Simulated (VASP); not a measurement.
# PIr (zincblende type) (F-43m) in VASP: notebook

Runs on PIr (zincblende type). Level: LDA. Tasks: single point, relaxation of cell and atoms.

Program: VASP 6.6.1. These are calculated values, not measurements. Logs are shortened: lines on timing, memory, paths and dates and some standing lists are left out, and cuts for length are marked.

## (1) The cell of the first run

It takes space group F-43m (No. 216, cubic). Conventional cell: a = 5.084 Å, b = 5.084 Å, c = 5.084 Å, α = 90.00°, β = 90.00°, γ = 90.00°. Ir (site symmetry -43m) has 4 P at 2.20 Å within 2.9 Å. P (site symmetry -43m) has 4 Ir at 2.20 Å within 2.9 Å.

## (2) Single point, LDA

Contents of INCAR:

```
SYSTEM = PIr
  PREC = Accurate
  ENCUT = 520
  EDIFF = 1E-6
  ISMEAR = -1
  SIGMA = 0.05
  LREAL = .False.
  LASPH = .True.
  NELM = 100
  ALGO = Normal
  ISIF = 2
  LWAVE = .False.
  LCHARG = .True.
  GGA = CA
  LELF = .True.
  LVHAR = .True.
  NBANDS = 14
```

Contents of KPOINTS:

```
Automatic mesh
0
Gamma
  12 12 12
  0 0 0
```

Contents of POSCAR:

```
PIr
1.0
    0.0000000000      2.5418188147      2.5418188147
    2.5418188147      0.0000000000      2.5418188147
    2.5418188147      2.5418188147      0.0000000000
Ir P
1 1
Direct
    0.0000000000      0.0000000000      0.0000000000
    0.2500000000      0.2500000000      0.2500000000
```

Potentials or basis: VASP PAW LDA potentials, release 64 (Ir, P).

Launch:

```console
$ cat potpaw_LDA.64/Ir/POTCAR potpaw_LDA.64/P/POTCAR > POTCAR
$ mpirun -np 1 vasp_std > vasp.out
```

OUTCAR:

```text
SYSTEM = PIr
   PREC = Accurate
   ENCUT = 520
   EDIFF = 1E-6
   ISMEAR = -1
   LREAL = .False.
   LASPH = .True.
   NELM = 100
   ISIF = 2
   GGA = CA

 ion  position               nearest neighbor table
   1  0.000  0.000  0.000-   2 2.20   2 2.20   2 2.20   2 2.20
   2  0.250  0.250  0.250-   1 2.20   1 2.20   1 2.20   1 2.20

  LATTYP: Found a face centered cubic cell.
 ALAT       =     5.0836376294

  Lattice vectors:

 A1 = (   0.0000000000,   2.5418188147,   2.5418188147)
 A2 = (   2.5418188147,   0.0000000000,   2.5418188147)
 A3 = (   2.5418188147,   2.5418188147,   0.0000000000)

Analysis of symmetry for initial positions (statically):
=====================================================================
 Subroutine PRICEL returns:
 Original cell was already a primitive cell.

 Routine SETGRP: Setting up the symmetry group for a
 face centered cubic supercell.

 Subroutine GETGRP returns: Found 24 space group operations
 (whereof 24 operations were pure point group operations)
 out of a pool of 48 trial point group operations.

The static configuration has the point symmetry T_d .

Analysis of symmetry for dynamics (positions and initial velocities):
=====================================================================
 Subroutine PRICEL returns:
 Original cell was already a primitive cell.

 Routine SETGRP: Setting up the symmetry group for a
 face centered cubic supercell.

 Subroutine GETGRP returns: Found 24 space group operations
 (whereof 24 operations were pure point group operations)
 out of a pool of 48 trial point group operations.

The dynamic configuration has the point symmetry T_d .

 Subroutine INISYM returns: Found 24 space group operations
 (whereof 24 operations are pure point group operations),
 and found     1 'primitive' translations

----------------------------------------------------------------------------------------

                                     Primitive cell

  volume of cell :      32.8446

  direct lattice vectors                    reciprocal lattice vectors
     0.000000000  2.541818815  2.541818815    -0.196709536  0.196709536  0.196709536
     2.541818815  0.000000000  2.541818815     0.196709536 -0.196709536  0.196709536
     2.541818815  2.541818815  0.000000000     0.196709536  0.196709536 -0.196709536

  length of vectors
     3.594674641  3.594674641  3.594674641     0.340710911  0.340710911  0.340710911

  position of ions in fractional coordinates (direct lattice)
     0.000000000  0.000000000  0.000000000
     0.250000000  0.250000000  0.250000000

  ion indices of the primitive-cell ions
   primitive index   ion index
                 1           1
                 2           2

----------------------------------------------------------------------------------------

 KPOINTS: Automatic mesh

Automatic generation of k-mesh.
 Grid dimensions read from file:
 generate k-points for:   12   12   12

 Generating k-lattice:

  Cartesian coordinates                     Fractional coordinates (reciprocal lattice)
    -0.016392461  0.016392461  0.016392461     0.083333333  0.000000000  0.000000000
     0.016392461 -0.016392461  0.016392461     0.000000000  0.083333333  0.000000000
     0.016392461  0.016392461 -0.016392461     0.000000000  0.000000000  0.083333333

  Length of vectors
     0.028392576  0.028392576  0.028392576

  Shift w.r.t. Gamma in fractional coordinates (k-lattice)
     0.000000000  0.000000000  0.000000000

 Subroutine IBZKPT returns following result:
 ===========================================

 Found     72 irreducible k-points:

 Following reciprocal coordinates:
            Coordinates               Weight
  0.000000  0.000000  0.000000      1.000000
  0.083333  0.000000  0.000000      8.000000
  0.166667  0.000000  0.000000      8.000000
  0.250000  0.000000  0.000000      8.000000
  0.333333  0.000000  0.000000      8.000000
  0.416667  0.000000  0.000000      8.000000
[... 16 lines left out ...]
  0.500000  0.166667  0.000000     24.000000
 -0.416667  0.166667  0.000000     24.000000
 [... further k-points ...]
   k-points           NKPTS =     72   k-points in BZ     NKDIM =     72   number of bands    NBANDS=     14
   number of dos      NEDOS =    301   number of ions     NIONS =      2
   total plane-waves  NPLWV =  21952
   dimension x,y,z NGX =    28 NGY =   28 NGZ =   28
   dimension x,y,z NGXF=    56 NGYF=   56 NGZF=   56
   ions per type =               1   1
   NGX,Y,Z   is equivalent  to a cutoff of  12.95, 12.95, 12.95 a.u.
   NGXF,Y,Z  is equivalent  to a cutoff of  25.90, 25.90, 25.90 a.u.
 SYSTEM =  PIr
   PREC   = accura    normal or accurate (medium, high low for compatibility)
   ISTART =      0    job   : 0-new  1-cont  2-samecut
   ICHARG =      2    charge: 1-file 2-atom 10-const
   ISPIN  =      1    spin polarized calculation?
   LNONCOLLINEAR =      F non collinear calculations
   LSORBIT =      F    spin-orbit coupling
   LASPH  =      T    aspherical Exc in radial PAW
   ENCUT  =  520.0 eV  38.22 Ry    6.18 a.u.   6.68  6.68  6.68*2*pi/ulx,y,z
   NELM   =    100;   NELMIN=  2; NELMDL= -5     # of ELM steps
   EDIFF  = 0.1E-05   stopping-criterion for ELM
   LREAL  =      F    real-space projection
   EDIFFG = 0.1E-04   stopping-criterion for IOM
   NSW    =      0    number of steps for IOM
   IBRION =     -1    ionic relax: 0-MD 1-quasi-New 2-CG
   NFREE  =      0    steps in history (QN), initial steepest desc. (CG)
   ISIF   =      2    stress and relaxation
   ISYM   =      2    0-nonsym 1-usesym 2-fastsym
   POTIM  = 0.5000    time-step for ionic-motion
   TEBEG  =    0.0;   TEEND  =   0.0 temperature during run
   PSTRESS=    0.0 pullay stress
   NELECT =      14.0000    total number of electrons
   NUPDOWN=      -1.0000    fix difference up-down
   EMIN   =  10.00;   EMAX   =-10.00  energy-range for DOS
   EFERMI =   0.00;   METHOD = LEGACY
   ISMEAR =    -1;   SIGMA  =   0.05  broadening in eV -4-tet -1-fermi 0-gaus
   EFERMI_NEDOS =   21; number of points for ismear=-14 and -15
   IALGO  =     38    algorithm
   IMIX   =      4    mixing-type and parameters
     AMIX     =   0.40;   BMIX     =  1.00
     AMIX_MAG =   1.60;   BMIX_MAG =  1.00
  volume/ion in A,a.u.               =      16.42       110.82
  Fermi-wavevector in a.u.,A,eV,Ry     =   1.232054  2.328244 20.653045  1.517956
  Thomas-Fermi vector in A             =   2.366839
   LORBIT       =      0    0 simple, 1 ext, 2 COOP (PROOUT), +10 PAW based schemes
   GGA     = CA    functional components
   LHFCALC =     F    Hartree Fock is set to
   AEXX    =    0.0000 exact exchange contribution
   IVDW    =     0    specifies the selected vdW correction
   LEPSILON=     F    determine dielectric tensor
   LRPA    =     F    only Hartree local field effects (RPA)
 non-spin polarized calculation
  energy-cutoff  :      520.00
  volume of cell :       32.84
 maximum number of plane-waves:       903
   NGX = 13   NGY = 13   NGZ = 13

 number of electron      14.0000000 magnetization

 Free energy of the ion-electron system (eV)
  ---------------------------------------------------
  ext. energy  EPLUGINS =         0.00000000
  ---------------------------------------------------
  free energy    TOTEN  =       -17.01411319 eV

  energy without entropy =      -17.00739201  energy(sigma->0) =      -17.01075260

 E-fermi :   7.9791     XC(G=0): -11.7722

 val. band max:        7.9731531922   @ k =  -0.2500   0.3333   0.0833
 cond. band min:       8.0071004162   @ k =  -0.3333   0.3333   0.0833
 fundamental gap:      0.0339472240
 Fermi energy:         7.9791160450

 k-point     1 :       0.0000    0.0000    0.0000
  band No.  band energies     occupation
      1      -5.9725      2.00000
      2       1.5828      2.00000
      3       1.5828      2.00000
      4       1.5828      2.00000
      5       4.7320      2.00000
      6       4.7320      2.00000
      7      11.8462      0.00000
      8      13.4623      0.00000
      9      13.4623      0.00000
     10      13.4623      0.00000
     11      15.9119      0.00000
     12      15.9119      0.00000
     13      15.9119      0.00000
     14      21.4587      0.00000

 k-point     2 :       0.0833    0.0000    0.0000
  band No.  band energies     occupation
      1      -5.8715      2.00000
      2       1.5148      2.00000
      3       1.6318      2.00000
      4       1.6318      2.00000
      5       4.7072      2.00000
      6       4.7072      2.00000
      7      11.9109      0.00000
      8      12.9666      0.00000
      9      13.3624      0.00000
     10      13.3624      0.00000
     11      15.7442      0.00000
     12      15.9821      0.00000
     13      15.9821      0.00000
     14      21.7387      0.00000

 k-point     3 :       0.1667    0.0000    0.0000
  band No.  band energies     occupation
      1      -5.5850      2.00000
      2       1.3562      2.00000
      3       1.7588      2.00000
      4       1.7588      2.00000
      5       4.6685      2.00000
      6       4.6685      2.00000
      7      10.9292      0.00000
      8      12.9362      0.00000
      9      12.9775      0.00000
     10      12.9775      0.00000
     11      15.5091      0.00000
     12      16.2571      0.00000
     13      16.2571      0.00000
     14      21.8131      0.00000

 k-point     4 :       0.2500    0.0000    0.0000
  band No.  band energies     occupation
      1      -5.1654      2.00000
      2       1.2121      2.00000
      3       1.9095      2.00000
      4       1.9095      2.00000
      5       4.6979      2.00000
      6       4.6979      2.00000
      7       9.1535      0.00000
      8      12.2796      0.00000
      9      12.2796      0.00000
     10      13.2407      0.00000
     11      15.8300      0.00000
     12      16.7306      0.00000
     13      16.7306      0.00000
     14      21.6531      0.00000

 k-point     5 :       0.3333    0.0000    0.0000
  band No.  band energies     occupation
      1      -4.7093      2.00000
      2       1.1859      2.00000
      3       2.0220      2.00000
      4       2.0220      2.00000
      5       4.8522      2.00000
      6       4.8522      2.00000
      7       7.4390      1.99996
      8      11.4513      0.00000
      9      11.4513      0.00000
     10      13.1353      0.00000
     11      16.9643      0.00000
[... 276 lines left out ...]
 k-point    22 :       0.4167    0.1667    0.0000
  band No.  band energies     occupation
      1      -4.3190      2.00000
      2       1.0330      2.00000
      3       2.1753      2.00000
      4       2.3664      2.00000
      5       4.5303      2.00000
      6       5.2861      2.00000
      7       6.7015      2.00000
      8       9.9287      0.00000
      9      10.6724      0.00000
     10      14.1626      0.00000
     11      16.1759      0.00000
     12      17.9607      0.00000
     13      18.0099      0.00000
     14      21.1309      0.00000

 k-point    23 :       0.5000    0.1667    0.0000
  band No.  band energies     occupation
      1      -4.0562      2.00000
      2       1.2856      2.00000
      3       2.1025      2.00000
      4       2.4009      2.00000
      5       4.7923      2.00000
      6       5.2321      2.00000
      7       5.7925      2.00000
      8       9.8887      0.00000
      9       9.9469      0.00000
     10      13.9047      0.00000
     11      16.6730      0.00000
     12      17.8653      0.00000
     13      19.3226      0.00000
     14      21.1771      0.00000

 k-point    24 :      -0.4167    0.1667    0.0000
  band No.  band energies     occupation
      1      -4.0215      2.00000
      2       1.4930      2.00000
      3       1.9473      2.00000
      4       2.3854      2.00000
      5       4.7792      2.00000
      6       4.9610      2.00000
      7       6.0128      2.00000
      8       9.4105      0.00000
      9      10.3570      0.00000
     10      13.8372      0.00000
     11      16.7830      0.00000
     12      17.6691      0.00000
     13      19.8260      0.00000
     14      21.1644      0.00000

 [... further k-points ...]
[... 5 lines left out ...]
  --------------------------------------------------------------------------------------
  -------------------------------------------------------------------------------------
  Total        2.6016001      2.6016001      2.6016001     -0.0000000      0.0000000     -0.0000000
  in kB      126.9075217    126.9075217    126.9075217     -0.0000000      0.0000000     -0.0000000
  external PRESSURE =     126.9075217 kB  Pullay stress =       0.0000000 kB

 VOLUME and BASIS-vectors are now :
 -----------------------------------------------------------------------------
  energy-cutoff  :      520.00
  volume of cell :       32.84
      direct lattice vectors                 reciprocal lattice vectors
     0.000000000  2.541818815  2.541818815    -0.196709536  0.196709536  0.196709536
     2.541818815  0.000000000  2.541818815     0.196709536 -0.196709536  0.196709536
     2.541818815  2.541818815  0.000000000     0.196709536  0.196709536 -0.196709536

 POSITION                                       TOTAL-FORCE (eV/Angst)
 -----------------------------------------------------------------------------------
      0.00000      0.00000      0.00000         0.000000      0.000000      0.000000
      1.27091      1.27091      1.27091        -0.000000     -0.000000     -0.000000
 -----------------------------------------------------------------------------------
    total drift:                               -0.000000     -0.000000     -0.000000

  FREE ENERGIE OF THE ION-ELECTRON SYSTEM (eV)
  ---------------------------------------------------
  free  energy   TOTEN  =       -17.0141131935 eV

  energy  without entropy=      -17.0073920103  energy(sigma->0) =      -17.01075260
```

Wall time 17 s (1 thread of Intel Xeon 6975P-C (Granite Rapids), shared host); peak memory 0.17 GiB.

What came out:

```yaml
Free_energy: -17.0141 eV
Pressure: 12.7 GPa
Band_gap_on_the_k_mesh: zero (band 7 reaches 12.02 eV, above the bottom of band 8 at 7.39 eV)
```

Caveat: spin-orbit coupling is left out, which moves the levels of the heavy elements.

## (3) Single point, LDA

Contents of INCAR:

```
PREC     = Accurate       # precision mode
ENCUT    = 520            # plane-wave cutoff, eV
EDIFF    = 1E-7           # SCF threshold, eV
ISMEAR   = -1             # smearing method
SIGMA    = 0.05           # smearing width, eV
LREAL    = F              # projectors in reciprocal space
LASPH    = T              # aspherical terms in the spheres
NELM     = 100            # most SCF steps
ALGO     = Normal         # electronic algorithm
ISIF     = 2              # what is computed and relaxed
LWAVE    = F              # write WAVECAR
LCHARG   = F              # write CHGCAR
NBANDS   = 14             # bands
```

Contents of KPOINTS:

```
Automatic mesh
0
Gamma
  12 12 12
```

POSCAR is that of step 2.

Potentials or basis: VASP PAW LDA potentials, release 64 (Ir, P).

Launch:

```console
$ cat potpaw_LDA.64/Ir/POTCAR potpaw_LDA.64/P/POTCAR > POTCAR
$ mpirun -np 1 vasp_std > vasp.out
```

Run time: 18 s. Hardware: 1 thread of Intel Xeon 6975P-C (Granite Rapids), shared host; peak memory 0.16 GiB.

It converged, with:

- Free energy: -17.0141 eV
- Pressure: 12.7 GPa
- Band gap on the k mesh: zero (band 7 reaches 12.02 eV, above the bottom of band 8 at 7.39 eV)

Levels at points of the mesh, in eV from the Fermi level:
```
           k point  band 4  band 5  band 6  band 7  band 8  band 9  band 10  band 11
(0.00, 0.00, 0.00)   -6.40   -3.25   -3.25    3.87    5.48    5.48     5.48     7.93
(0.50, 0.00, 0.00)   -5.89   -2.79   -2.79   -2.37    2.51    2.51     4.88     9.67
(0.50, 0.50, 0.00)   -4.34   -3.68   -2.22   -2.19   -0.59   -0.59     7.26     7.70
```

Caveat: spin-orbit coupling is left out, which moves the levels of the heavy elements.

[end of part 1 of 2]
